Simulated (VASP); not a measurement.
# BiTe (I4/mmm) in VASP: notebook

BiTe is run at these levels: PBE; tasks: single point.

Program: VASP 6.6.1. These are calculated values, not measurements. Logs are shortened: lines on timing, memory, paths and dates and some standing lists are left out, and cuts for length are marked.

### Step 1. The cell of the first run

It takes space group I4/mmm (No. 139, tetragonal). The conventional cell has a = 4.575 Å, b = 4.575 Å, c = 6.146 Å, α = 90.00°, β = 90.00°, γ = 90.00°. Bi (site symmetry 4/mmm) has 6 Te at 3.07 to 3.23 Å within 4.0 Å. Within 4.0 Å of Te (site symmetry 4/mmm) lie 6 Bi at 3.07 to 3.23 Å.

### Step 2. Single point, PBE

INCAR reads:

```
SYSTEM = BiTe
  ALGO = Normal
  EDIFF = 1E-6
  ENCUT = 520
  GGA = PE
  ISIF = 2
  ISMEAR = -1
  LASPH = .TRUE.
  LCHARG = .TRUE.
  LELF = .TRUE.
  LREAL = .FALSE.
  LVHAR = .TRUE.
  LWAVE = .FALSE.
  NBANDS = 18
  NELM = 80
  PREC = Accurate
  SIGMA = 0.1
```

KPOINTS reads:

```
k-points
0
G
  9 9 9
  0 0 0
```

POSCAR reads:

```
BiTe
1.0
    0.0000000000      3.2350000000      3.0732500000
    3.2350000000      0.0000000000      3.0732500000
    3.2350000000      3.2350000000      0.0000000000
Bi Te
1 1
Direct
    0.0000000000      0.0000000000      0.0000000000
    0.5000000000      0.5000000000      0.5000000000
```

Potentials or basis: VASP PAW PBE potentials, release 64 (Bi_d, Te).

The run is started by

```bash
$ cat potpaw_PBE.64/Bi_d/POTCAR potpaw_PBE.64/Te/POTCAR > POTCAR
$ mpirun -np 1 vasp_std > vasp.out
```

OUTCAR:

```text
SYSTEM = BiTe
   EDIFF = 1E-6
   ENCUT = 520
   GGA = PE
   ISIF = 2
   ISMEAR = -1
   LASPH = .TRUE.
   LREAL = .FALSE.
   NELM = 80
   PREC = Accurate

 ion  position               nearest neighbor table
   1  0.000  0.000  0.000-   2 3.07   2 3.07   2 3.23   2 3.23   2 3.23   2 3.23
   2  0.500  0.500  0.500-   1 3.07   1 3.07   1 3.23   1 3.23   1 3.23   1 3.23

  LATTYP: Found a body centered tetragonal cell.
 ALAT       =     4.5749808743
 C/A-ratio  =     1.3435028843

  Lattice vectors:

 A1 = (   0.0000000000,  -3.2350000000,  -3.0732500000)
 A2 = (   0.0000000000,   3.2350000000,  -3.0732500000)
 A3 = (   3.2350000000,   0.0000000000,   3.0732500000)

Analysis of symmetry for initial positions (statically):
=====================================================================
 Subroutine PRICEL returns:
 Original cell was already a primitive cell.

 Routine SETGRP: Setting up the symmetry group for a
 body centered tetragonal supercell.

 Subroutine GETGRP returns: Found 16 space group operations
 (whereof 16 operations were pure point group operations)
 out of a pool of 16 trial point group operations.

The static configuration has the point symmetry D_4h.

Analysis of symmetry for dynamics (positions and initial velocities):
=====================================================================
 Subroutine PRICEL returns:
 Original cell was already a primitive cell.

 Routine SETGRP: Setting up the symmetry group for a
 body centered tetragonal supercell.

 Subroutine GETGRP returns: Found 16 space group operations
 (whereof 16 operations were pure point group operations)
 out of a pool of 16 trial point group operations.

The dynamic configuration has the point symmetry D_4h.

 Subroutine INISYM returns: Found 16 space group operations
 (whereof 16 operations are pure point group operations),
 and found     1 'primitive' translations

----------------------------------------------------------------------------------------

                                     Primitive cell

  volume of cell :      64.3245

  direct lattice vectors                    reciprocal lattice vectors
     0.000000000  3.235000000  3.073250000    -0.154559505  0.154559505  0.162694216
     3.235000000  0.000000000  3.073250000     0.154559505 -0.154559505  0.162694216
[... 75 lines left out ...]
 SYSTEM =  BiTe
   PREC   = accura    normal or accurate (medium, high low for compatibility)
   ISTART =      0    job   : 0-new  1-cont  2-samecut
   ICHARG =      2    charge: 1-file 2-atom 10-const
   ISPIN  =      1    spin polarized calculation?
   LNONCOLLINEAR =      F non collinear calculations
   LSORBIT =      F    spin-orbit coupling
   LASPH  =      T    aspherical Exc in radial PAW
   ENCUT  =  520.0 eV  38.22 Ry    6.18 a.u.   8.30  8.30  8.51*2*pi/ulx,y,z
   NELM   =     80;   NELMIN=  2; NELMDL= -5     # of ELM steps
   EDIFF  = 0.1E-05   stopping-criterion for ELM
   LREAL  =      F    real-space projection
   EDIFFG = 0.1E-04   stopping-criterion for IOM
   NSW    =      0    number of steps for IOM
   IBRION =     -1    ionic relax: 0-MD 1-quasi-New 2-CG
   NFREE  =      0    steps in history (QN), initial steepest desc. (CG)
   ISIF   =      2    stress and relaxation
   ISYM   =      2    0-nonsym 1-usesym 2-fastsym
   POTIM  = 0.5000    time-step for ionic-motion
   TEBEG  =    0.0;   TEEND  =   0.0 temperature during run
   PSTRESS=    0.0 pullay stress
   NELECT =      21.0000    total number of electrons
   NUPDOWN=      -1.0000    fix difference up-down
   EMIN   =  10.00;   EMAX   =-10.00  energy-range for DOS
   EFERMI =   0.00;   METHOD = LEGACY
   ISMEAR =    -1;   SIGMA  =   0.10  broadening in eV -4-tet -1-fermi 0-gaus
   EFERMI_NEDOS =   21; number of points for ismear=-14 and -15
   IALGO  =     38    algorithm
   IMIX   =      4    mixing-type and parameters
     AMIX     =   0.40;   BMIX     =  1.00
     AMIX_MAG =   1.60;   BMIX_MAG =  1.00
  volume/ion in A,a.u.               =      32.16       217.04
  Fermi-wavevector in a.u.,A,eV,Ry     =   1.127256  2.130204 17.288997  1.270705
  Thomas-Fermi vector in A             =   2.263941
   LORBIT       =      0    0 simple, 1 ext, 2 COOP (PROOUT), +10 PAW based schemes
   GGA     = PE    functional components
   LHFCALC =     F    Hartree Fock is set to
   AEXX    =    0.0000 exact exchange contribution
   IVDW    =     0    specifies the selected vdW correction
   LEPSILON=     F    determine dielectric tensor
   LRPA    =     F    only Hartree local field effects (RPA)
 non-spin polarized calculation
  energy-cutoff  :      520.00
  volume of cell :       64.32
 maximum number of plane-waves:      1763
 NGX is ok and might be reduce to    36
   NGX = 17   NGY = 17   NGZ = 17

 number of electron      21.0000005 magnetization

 Free energy of the ion-electron system (eV)
  ---------------------------------------------------
  ext. energy  EPLUGINS =         0.00000000
  ---------------------------------------------------
  free energy    TOTEN  =        -7.10949230 eV

  energy without entropy =       -7.06362130  energy(sigma->0) =       -7.08655680

 E-fermi :   7.3065     XC(G=0):  -9.6618

 val. band max:        7.2509268417   @ k =  -0.3333   0.4444   0.2222
 cond. band min:       7.3220601686   @ k =  -0.3333   0.0000   0.2222
 fundamental gap:      0.0711333269
 Fermi energy:         7.3065017601

 k-point     1 :       0.0000    0.0000    0.0000
  band No.  band energies     occupation
      1     -15.9251      2.00000
      2     -15.9045      2.00000
      3     -15.9045      2.00000
      4     -15.8768      2.00000
      5     -15.8711      2.00000
      6      -6.6260      2.00000
[... 481 lines left out ...]
      5     -15.8697      2.00000
      6      -4.4204      2.00000
[... 10 lines left out ...]
     17      17.6704      0.00000
     18      17.7796      0.00000

 [... further k-points ...]
[... 5 lines left out ...]
  --------------------------------------------------------------------------------------
  -------------------------------------------------------------------------------------
  Total        0.8448393      0.8448393      3.0545574      0.0000000      0.0000000      0.0000000
  in kB       21.0430271     21.0430271     76.0820880      0.0000000      0.0000000      0.0000000
  external PRESSURE =      39.3893807 kB  Pullay stress =       0.0000000 kB

 VOLUME and BASIS-vectors are now :
 -----------------------------------------------------------------------------
  energy-cutoff  :      520.00
  volume of cell :       64.32
      direct lattice vectors                 reciprocal lattice vectors
     0.000000000  3.235000000  3.073250000    -0.154559505  0.154559505  0.162694216
     3.235000000  0.000000000  3.073250000     0.154559505 -0.154559505  0.162694216
     3.235000000  3.235000000  0.000000000     0.154559505  0.154559505 -0.162694216

 POSITION                                       TOTAL-FORCE (eV/Angst)
 -----------------------------------------------------------------------------------
      0.00000      0.00000      0.00000         0.000000     -0.000000      0.000000
      3.23500      3.23500      3.07325        -0.000000      0.000000      0.000000
 -----------------------------------------------------------------------------------
    total drift:                               -0.000000      0.000000      0.000000

  FREE ENERGIE OF THE ION-ELECTRON SYSTEM (eV)
  ---------------------------------------------------
  free  energy   TOTEN  =        -7.1094922989 eV

  energy  without entropy=       -7.0636212951  energy(sigma->0) =       -7.08655680
```

stdout:

```text
POSCAR found type information on POSCAR BiTe
 POSCAR found :  2 types and       2 ions
 scaLAPACK will be used
 LDA part: xc-table for (Slater+PW92), standard interpolation
 POSCAR, INCAR and KPOINTS ok, starting setup
 FFT: planning ... GRIDC
 FFT: planning ... GRID_SOFT
 FFT: planning ... GRID
 WAVECAR not read
 entering main loop
```

Wall time 61 s (1 thread of Intel Xeon Platinum 8259CL at 2.50GHz (Skylake/Cascade Lake), shared host); peak memory 0.25 GiB.

Results:

```
Free energy : -7.1095 eV
Pressure    : 3.9 GPa
```

Levels at points of the mesh, in eV from the Fermi level:
```tsv
k point	band 8	band 9	band 10	band 11	band 12	band 13
(0.00, 0.00, 0.00)	-3.19	-2.46	-2.46	1.83	1.83	3.12
```

Caveat: spin-orbit coupling is left out, which moves the levels of the heavy elements.

### Step 3. Single point, PBE

This run uses another cell than the first one, of 32.73 Å³/atom, 1.018 times its volume.

INCAR reads:

```
PREC = Accurate ; ENCUT = 520
EDIFF = 1E-6 ; ISMEAR = -1
SIGMA = 0.1 ; LREAL = False
LASPH = True ; NELM = 80
ALGO = Normal ; ISIF = 2
LWAVE = False ; LCHARG = False
GGA = PE ; NBANDS = 18
```

KPOINTS reads:

```
Automatic mesh
0
Gamma
  9 9 9
```

POSCAR reads:

```
BiTe
1.0
    0.0000000000      3.2350000000      3.1271666667
    3.2350000000      0.0000000000      3.1271666667
    3.2350000000      3.2350000000      0.0000000000
Bi Te
1 1
Direct
    0.0000000000      0.0000000000      0.0000000000
    0.5000000000      0.5000000000      0.5000000000
```

Potentials or basis: VASP PAW PBE potentials, release 64 (Bi_d, Te).

The run is started by

```bash
$ cat potpaw_PBE.64/Bi_d/POTCAR potpaw_PBE.64/Te/POTCAR > POTCAR
$ mpirun -np 1 vasp_std > vasp.out
```

OUTCAR:

```text
PREC = Accurate
   ENCUT = 520
   EDIFF = 1E-6
   ISMEAR = -1
   LREAL = False
   LASPH = True
   NELM = 80
   ISIF = 2
   GGA = PE

 ion  position               nearest neighbor table
   1  0.000  0.000  0.000-   2 3.13   2 3.13   2 3.23   2 3.23   2 3.23   2 3.23
   2  0.500  0.500  0.500-   1 3.13   1 3.13   1 3.23   1 3.23   1 3.23   1 3.23

  LATTYP: Found a body centered tetragonal cell.
 ALAT       =     4.5749808743
 C/A-ratio  =     1.3670731103

  Lattice vectors:

 A1 = (   0.0000000000,  -3.2350000000,  -3.1271666667)
 A2 = (   0.0000000000,   3.2350000000,  -3.1271666667)
 A3 = (   3.2350000000,   0.0000000000,   3.1271666667)

Analysis of symmetry for initial positions (statically):
=====================================================================
 Subroutine PRICEL returns:
 Original cell was already a primitive cell.

 Routine SETGRP: Setting up the symmetry group for a
 body centered tetragonal supercell.

 Subroutine GETGRP returns: Found 16 space group operations
 (whereof 16 operations were pure point group operations)
 out of a pool of 16 trial point group operations.

The static configuration has the point symmetry D_4h.
[... 155 lines left out ...]
  ext. energy  EPLUGINS =         0.00000000
  ---------------------------------------------------
  free energy    TOTEN  =        -7.15357967 eV

  energy without entropy =       -7.10449665  energy(sigma->0) =       -7.12903816

 E-fermi :   7.0761     XC(G=0):  -9.5848

 val. band max:        7.0755191456   @ k =  -0.3333   0.3333   0.1111
 cond. band min:       7.0845796385   @ k =  -0.2222   0.2222   0.1111
 fundamental gap:      0.0090604929
 Fermi energy:         7.0761318711

 k-point     1 :       0.0000    0.0000    0.0000
  band No.  band energies     occupation
      1     -16.1183      2.00000
      2     -16.1047      2.00000
      3     -16.1047      2.00000
      4     -16.0882      2.00000
      5     -16.0835      2.00000
      6      -6.7048      2.00000
[... 481 lines left out ...]
      5     -16.0821      2.00000
      6      -4.6897      2.00000
[... 10 lines left out ...]
     17      17.3999      0.00000
     18      17.5696      0.00000

 [... further k-points ...]
[... 5 lines left out ...]
  --------------------------------------------------------------------------------------
  -------------------------------------------------------------------------------------
  Total        0.6577639      0.6577639      2.0026858      0.0000000      0.0000000      0.0000000
  in kB       16.1009317     16.1009317     49.0223142      0.0000000      0.0000000      0.0000000
  external PRESSURE =      27.0747258 kB  Pullay stress =       0.0000000 kB

 VOLUME and BASIS-vectors are now :
 -----------------------------------------------------------------------------
  energy-cutoff  :      520.00
  volume of cell :       65.45
      direct lattice vectors                 reciprocal lattice vectors
     0.000000000  3.235000000  3.127166667    -0.154559505  0.154559505  0.159889144
     3.235000000  0.000000000  3.127166667     0.154559505 -0.154559505  0.159889144
     3.235000000  3.235000000  0.000000000     0.154559505  0.154559505 -0.159889144

 POSITION                                       TOTAL-FORCE (eV/Angst)
 -----------------------------------------------------------------------------------
      0.00000      0.00000      0.00000         0.000000      0.000000     -0.000000
      3.23500      3.23500      3.12717         0.000000      0.000000      0.000000
 -----------------------------------------------------------------------------------
    total drift:                               -0.000000      0.000000      0.000000

  FREE ENERGIE OF THE ION-ELECTRON SYSTEM (eV)
  ---------------------------------------------------
  free  energy   TOTEN  =        -7.1535796669 eV

  energy  without entropy=       -7.1044966533  energy(sigma->0) =       -7.12903816
```

Run time: 69 s. Hardware: 1 thread of Intel Xeon Platinum 8259CL at 2.50GHz (Skylake/Cascade Lake), shared host; peak memory 0.25 GiB.

What came out:

- Free energy: -7.1536 eV
- Pressure: 2.7 GPa

Stress tensor (GPa, compression positive):
```
1.61 0.00 0.00
0.00 1.61 0.00
0.00 0.00 4.90
```

Caveat: spin-orbit coupling is left out, which moves the levels of the heavy elements.
